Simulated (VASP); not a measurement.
## BN: relaxation of shape and atoms at fixed volume with LDA

BN:

```
CELL_PARAMETERS angstrom
2.46059 0.00241 -0.23611
-1.22105 2.13624 0.23612
-0.92677 -0.89141 3.26043
ATOMIC_POSITIONS crystal
B 0.99112 0.99147 0.99398
N 0.65702 0.32442 0.99283
```

* Program: VASP 6.6.1
* Task: relaxation of shape and atoms at fixed volume
* Functional: LDA
* Potentials or basis: VASP PAW LDA potentials, release 64 (B, N)
* Cutoff: 600 eV
* k mesh: 12 × 12 × 12
* Occupations: gaussian, width 0.01 eV
* Spin: no spin polarisation
* Dipole correction: no
* Further INCAR settings: ALGO = Normal; EDIFF = 1e-06; IBRION = 2; EDIFFG = -0.001; NSW = 80; ISIF = 4

```
Energy gained by relaxing : 3.1 meV/atom
Ionic steps               : 7
Pressure after relaxing   : 0.5 GPa
Band gap on the k mesh    : 3.94 eV (least direct gap 4.61 eV)
```

The path:
```csv
step,energy change (eV),largest force (eV/Å),pressure (GPa),volume (Å³)
1,0.0000,0.0027,5.74,16.94
2,-0.0062,0.0112,0.09,16.94
3,-0.0062,0.0106,0.45,16.94
4,-0.0062,0.0104,0.56,16.94
5,-0.0062,0.0017,0.55,16.94
6,-0.0062,0.0007,0.55,16.94
7,-0.0062,0.0008,0.46,16.94
```

Final structure:
```
B N
1.0
     2.47753    0.00243   -0.23778
    -1.22946    2.15095    0.23779
    -0.93947   -0.89388    3.21761
B N
1 1
Direct
  0.99124 0.99152 0.99415
  0.65691 0.32436 0.99266
```

Levels at points of the mesh, in eV from the valence-band top:
| k point | band 2 | band 3 | band 4 | band 5 | band 6 | band 7 |
| --- | --- | --- | --- | --- | --- | --- |
| (0.00, 0.00, 0.00) | -3.91 | -1.29 | -1.29 | 5.30 | 11.70 | 11.70 |
| (0.50, 0.00, 0.00) | -8.82 | -4.21 | -1.37 | 3.95 | 9.98 | 14.47 |
| (0.00, 0.50, 0.00) | -9.02 | -4.11 | -0.52 | 5.25 | 10.18 | 13.12 |
| (0.50, 0.50, 0.00) | -9.02 | -4.11 | -0.52 | 5.25 | 10.17 | 13.12 |
| (0.00, 0.00, 0.50) | -6.66 | -1.32 | -1.32 | 10.65 | 11.58 | 11.58 |
| (0.50, 0.50, 0.50) | -8.82 | -4.21 | -1.37 | 3.94 | 9.98 | 14.47 |

It took 2.3 min on 1 thread of Intel(R) Xeon(R) Platinum 8259CL CPU @ 2.50GHz (Skylake/Cascade Lake), with other jobs on the host, peak memory 0.19 GiB.

A k mesh can miss the band edges.
